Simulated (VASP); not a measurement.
# HfC (P1) in VASP: relaxation of cell and atoms with PBE

Aim: the relaxation of cell and atoms of HfC with PBE.

Program: VASP 6.6.1. These are calculated values, not measurements. Logs are shortened: lines on timing, memory, paths and dates and some standing lists are left out, and cuts for length are marked.

## Step 1: The cell of the first run

The typed cell holds 8 atoms: a = 3.287 Å, b = 5.503 Å, c = 5.740 Å, α = 90.67°, β = 90.20°, γ = 91.13°.

## Step 2: Relaxation of cell and atoms, PBE

Contents of INCAR:

```
SYSTEM = HfC
  PREC = Accurate
  ENCUT = 600
  EDIFF = 1E-6
  ISMEAR = 0
  SIGMA = 0.2
  LREAL = .False.
  LASPH = .True.
  NELM = 80
  ALGO = Normal
  ISIF = 3
  LWAVE = .False.
  LCHARG = .False.
  GGA = PE
  IBRION = 2
  NSW = 80
  EDIFFG = -0.025
```

Contents of KPOINTS:

```
regular mesh
0
Gamma
  6 4 4
  0 0 0
```

Contents of POSCAR:

```
HfC
1.0
    3.2873366329     -0.0317418643     -0.0057610981
   -0.0549785217      5.5030245061     -0.0323162359
   -0.0103791053     -0.0336135814      5.7397322128
Hf C
4 4
Direct
    0.5293346191      0.2050153722      0.0250984109
    0.5177326761      0.1826104725      0.4824696897
    1.0577992624      0.6865360155      0.0159060898
    0.8818185501      0.6097887846      0.5352681574
    1.0087894217      0.3304092859      0.2531746935
    1.0247911281      0.3355875206      0.7366335123
    0.4158080999      0.8081962983      0.2457158369
    0.5639262425      0.8418562504      0.7057336095
```

Potentials or basis: VASP PAW PBE potentials, release 64 (Hf_pv, C).

Launch:

```bash
cat potpaw_PBE.64/Hf_pv/POTCAR potpaw_PBE.64/C/POTCAR > POTCAR
mpirun -np 1 vasp_std > vasp.out
```

OUTCAR:

```text
SYSTEM = HfC
   PREC = Accurate
   ENCUT = 600
   EDIFF = 1E-6
   ISMEAR = 0
   LREAL = .False.
   LASPH = .True.
   NELM = 80
   ISIF = 3
   GGA = PE
   IBRION = 2
   NSW = 80
   EDIFFG = -0.025

 ion  position               nearest neighbor table
   1  0.529  0.205  0.025-   5 2.14   5 2.27   6 2.43   6 2.46   7 2.56   2 2.63   8 2.70   3 3.10
                             2 3.12   3 3.14   3 3.22   3 3.37   4 3.78   4 3.82
   2  0.518  0.183  0.482-   5 2.23   8 2.29   5 2.29   6 2.35   6 2.35   7 2.47   1 2.63   4 2.63
                             1 3.12   4 3.19   4 3.41   4 3.76
   3  0.058  0.687  0.016-   7 1.87   5 2.40   6 2.50   8 2.57   8 2.58   7 2.59   4 2.84   4 3.07
                             1 3.10   1 3.14   1 3.22   1 3.37
   4  0.882  0.610  0.535-   8 1.93   6 1.97   5 2.27   7 2.53   2 2.63   7 2.65   8 2.73   3 2.84
                             3 3.07   2 3.19   2 3.41   2 3.76   1 3.78   1 3.82
   5  0.009  0.330  0.253-   1 2.14   2 2.23   4 2.27   1 2.27   2 2.29   3 2.40
   6  0.025  0.336  0.737-   4 1.97   2 2.35   2 2.35   1 2.43   1 2.46   3 2.50
   7  0.416  0.808  0.246-   3 1.87   2 2.47   4 2.53   1 2.56   3 2.59   4 2.65
   8  0.564  0.842  0.706-   4 1.93   2 2.29   3 2.57   3 2.58   1 2.70   4 2.73

  LATTYP: Found a triclinic cell.
 ALAT       =     6.3548817919
 B/A-ratio  =     0.5173180291
 C/A-ratio  =     0.9032174334
 COS(alpha) =     0.0035040214
 COS(beta)  =     0.0119533949
 COS(gamma) =     0.5003149140

  Lattice vectors:

 A1 = (   3.2323581112,   5.4712826418,  -0.0380773340)
 A2 = (   3.2873366329,  -0.0317418643,  -0.0057610981)
 A3 = (   0.0103791053,   0.0336135814,  -5.7397322128)

Analysis of symmetry for initial positions (statically):
=====================================================================
 Subroutine PRICEL returns:
 Original cell was already a primitive cell.

 Routine SETGRP: Setting up the symmetry group for a
 triclinic supercell.

 Subroutine GETGRP returns: Found  1 space group operations
 (whereof  1 operations were pure point group operations)
 out of a pool of  2 trial point group operations.

The static configuration has the point symmetry C_1 .

Analysis of symmetry for dynamics (positions and initial velocities):
=====================================================================
 Subroutine PRICEL returns:
 Original cell was already a primitive cell.

 Routine SETGRP: Setting up the symmetry group for a
 triclinic supercell.

 Subroutine GETGRP returns: Found  1 space group operations
 (whereof  1 operations were pure point group operations)
[... 138 lines left out ...]
   LORBIT       =      0    0 simple, 1 ext, 2 COOP (PROOUT), +10 PAW based schemes
   GGA     = PE    functional components
   LHFCALC =     F    Hartree Fock is set to
   AEXX    =    0.0000 exact exchange contribution
   IVDW    =     0    specifies the selected vdW correction
   LEPSILON=     F    determine dielectric tensor
   LRPA    =     F    only Hartree local field effects (RPA)
 conjugate gradient relaxation of ions
 non-spin polarized calculation
 Gauss-broadening in eV      SIGMA  =   0.20
  energy-cutoff  :      600.00
  volume of cell :      103.82
 maximum number of plane-waves:      3487
 NGX is ok and might be reduce to    28
   NGX = 13   NGY = 21   NGZ = 23

--------------------------------------- Ionic step        1  -------------------------------------------

 number of electron      56.0000002 magnetization

 Free energy of the ion-electron system (eV)
  ---------------------------------------------------
  ext. energy  EPLUGINS =         0.00000000
  ---------------------------------------------------
  free energy    TOTEN  =       -73.42849543 eV

  energy without entropy =      -73.37261937  energy(sigma->0) =      -73.40055740

------------------------ aborting loop because EDIFF is reached ----------------------------------------

  FORCE on cell =-STRESS in cart. coord.  units (eV):
  Direction    XX          YY          ZZ          XY          YZ          ZX
  --------------------------------------------------------------------------------------
  -------------------------------------------------------------------------------------
  Total        5.3691866     16.5556692     19.2658447      0.4532982      5.2340797      6.1251624
  in kB       82.8590831    255.4926232    297.3169581      6.9954497     80.7740687     94.5255543
  external PRESSURE =     211.8895548 kB  Pullay stress =       0.0000000 kB
[... 107 lines left out ...]
  FREE ENERGIE OF THE ION-ELECTRON SYSTEM (eV)
  ---------------------------------------------------
  free  energy   TOTEN  =       -76.7196982271 eV

  energy  without entropy=      -76.6802343426  energy(sigma->0) =      -76.69996628

[... ionic steps 4 to 30 ...]

--------------------------------------- Ionic step       31  -------------------------------------------

 number of electron      56.0000001 magnetization

------------------------ aborting loop because EDIFF is reached ----------------------------------------
[... 79 lines left out ...]
--------------------------------------- Ionic step       33  -------------------------------------------

 number of electron      56.0000000 magnetization

 Free energy of the ion-electron system (eV)
  ---------------------------------------------------
  ext. energy  EPLUGINS =         0.00000000
  ---------------------------------------------------
  free energy    TOTEN  =       -84.13167772 eV

  energy without entropy =      -84.10850922  energy(sigma->0) =      -84.12009347

 E-fermi :   5.9006     XC(G=0): -12.3078

 val. band max:        5.8980102425   @ k =   0.0000   0.0000   0.0000
 cond. band min:       5.9115148231   @ k =   0.5000   0.5000  -0.0000
 fundamental gap:      0.0135045805
 Fermi energy:         5.9006304655

 k-point     1 :       0.0000    0.0000    0.0000
  band No.  band energies     occupation
      1     -24.2466      2.00000
      2     -24.2454      2.00000
      3     -24.1614      2.00000
      4     -23.7957      2.00000
      5     -23.7935      2.00000
      6     -23.6287      2.00000
[... 853 lines left out ...]
     32       9.9058      0.00000
     33      10.2022      0.00000

 [... further k-points ...]

------------------------ aborting loop because EDIFF is reached ----------------------------------------

  FORCE on cell =-STRESS in cart. coord.  units (eV):
  Direction    XX          YY          ZZ          XY          YZ          ZX
  --------------------------------------------------------------------------------------
  -------------------------------------------------------------------------------------
  Total        0.0021512      0.0079710      0.0046482      0.0059667     -0.0095636      0.0111915
  in kB        0.0344363      0.1276010      0.0744096      0.0955163     -0.1530960      0.1791559
  external PRESSURE =       0.0788157 kB  Pullay stress =       0.0000000 kB
[... 23 lines left out ...]
  FREE ENERGIE OF THE ION-ELECTRON SYSTEM (eV)
  ---------------------------------------------------
  free  energy   TOTEN  =       -84.1316777248 eV

  energy  without entropy=      -84.1085092190  energy(sigma->0) =      -84.12009347

 reached required accuracy - stopping structural energy minimisation
```

OSZICAR:

```text
N       E                     dE             d eps       ncg     rms          rms(c)
DAV:   1     0.286128017546E+03    0.28613E+03   -0.33814E+04  3432   0.185E+03
DAV:   2    -0.640247010601E+02   -0.35015E+03   -0.34377E+03  4131   0.418E+02
DAV:   3    -0.879049168126E+02   -0.23880E+02   -0.23506E+02  4320   0.723E+01
[... 338 lines left out ...]
DAV:   1    -0.841316522414E+02   -0.80480E-04   -0.17514E-02  3472   0.821E-01    0.150E-01
DAV:   2    -0.841316882028E+02   -0.35961E-04   -0.59084E-04  4276   0.139E-01    0.514E-02
DAV:   3    -0.841316794813E+02    0.87214E-05   -0.29928E-05  4493   0.299E-02    0.287E-02
DAV:   4    -0.841316778134E+02    0.16680E-05   -0.85187E-06  3783   0.161E-02    0.137E-02
DAV:   5    -0.841316777248E+02    0.88619E-07   -0.16102E-06  2415   0.773E-03
  33 F= -.84131678E+02 E0= -.84120093E+02  d E =-.106462E-03
```

Wall time 39 min (1 thread of Intel Xeon 6975P-C (Granite Rapids), shared host); peak memory 0.37 GiB.

Results:

```
Free energy                           : -84.1317 eV
Relaxed volume                        : 12.51 Å³/atom
Relaxed cell                          : a = 3.283 Å, b = 5.687 Å, c = 6.556 Å, α = 73.32°, β = 60.10°, γ = 90.15°
Space group after relaxing (to 0.1 Å) : Fm-3m (No. 225)
Energy gained by relaxing             : 1337.9 meV/atom
Ionic steps                           : 33
Pressure after relaxing               : 0.0 GPa
Largest force after relaxing          : 0.016 eV/Å
Band gap on the k mesh                : zero (bands 28 and 29 overlap by 1.41 eV)
```

Forces in eV/Å, atoms in the order of the input:
```
Hf  -0.001  0.001 -0.010
Hf   0.000  0.003  0.001
Hf   0.002  0.002  0.010
Hf   0.005 -0.005 -0.002
C    0.005  0.000 -0.001
C   -0.002  0.005  0.003
C   -0.004  0.006 -0.010
C   -0.005 -0.012  0.010
```

The path:
```
step  energy change (eV)  largest force (eV/Å)  pressure (GPa)  volume (Å³)
   1              0.0000                7.5795           21.19       103.82
   2             -1.2078                2.3484          -26.21       131.31
   3             -3.2912                2.2180          -13.45       116.25
   4             -3.3019                2.3463          -12.51       115.65
   5             -4.2814                2.0163            6.63       103.43
   6             -4.2953                1.9941            4.13       104.59
   7             -4.7538                1.1489            2.72       104.72
   8             -4.7972                1.6371            2.99       104.72
   9             -5.1407                1.3560           -2.46       108.25
  10             -5.1696                1.4958           -3.79       109.55
  11             -5.5328                1.6191            2.55       107.10
  12             -5.5485                4.6307           24.66        99.98
  13             -5.7268                3.3048           14.83       103.01
  14             -5.7920                3.4015           15.05       102.96
  15             -5.9980                3.6730           15.63       102.78
  16             -6.4140                4.0955           16.49       102.29
  17             -6.8859                4.4914           17.42       100.87
  18             -7.3892                4.1349           12.11       101.93
  19             -8.0814                3.2956           -0.43       104.66
  20             -8.1101                3.1558           -2.79       105.24
  21             -8.5099                2.9961           -3.21       104.93
  22             -9.4791                2.4947           -3.69       103.89
  23            -10.2420                2.1922           -1.11       101.45
  24            -10.4293                1.5941           -0.68       100.88
  25            -10.6111                0.4064            1.90        99.40
  26            -10.6145                0.4312            1.45        99.59
  27            -10.6809                0.2579           -0.09       100.16
  28            -10.6979                0.1340           -1.29       100.63
  29            -10.7020                0.0906            0.25        99.99
  30            -10.7020                0.0905            0.25        99.99
  31            -10.7028                0.0570            0.11       100.04
  32            -10.7031                0.0335           -0.04       100.10
  33            -10.7032                0.0161            0.01       100.08
```

Final structure:
```
CELL_PARAMETERS angstrom
3.13968 -0.07699 0.95699
-0.16811 5.60428 0.95246
1.51296 0.88172 6.31805
ATOMIC_POSITIONS crystal
Hf 0.37500 0.12496 0.00011
Hf 0.37499 0.12501 0.50001
Hf 0.87498 0.62499 0.99990
Hf 0.87489 0.62502 0.50001
C 0.12489 0.37505 0.24998
C 0.12501 0.37491 0.75003
C 0.62505 0.87487 0.25013
C 0.62518 0.87519 0.74984
```

Caveat: spin-orbit coupling is left out, which moves the levels of the heavy elements.
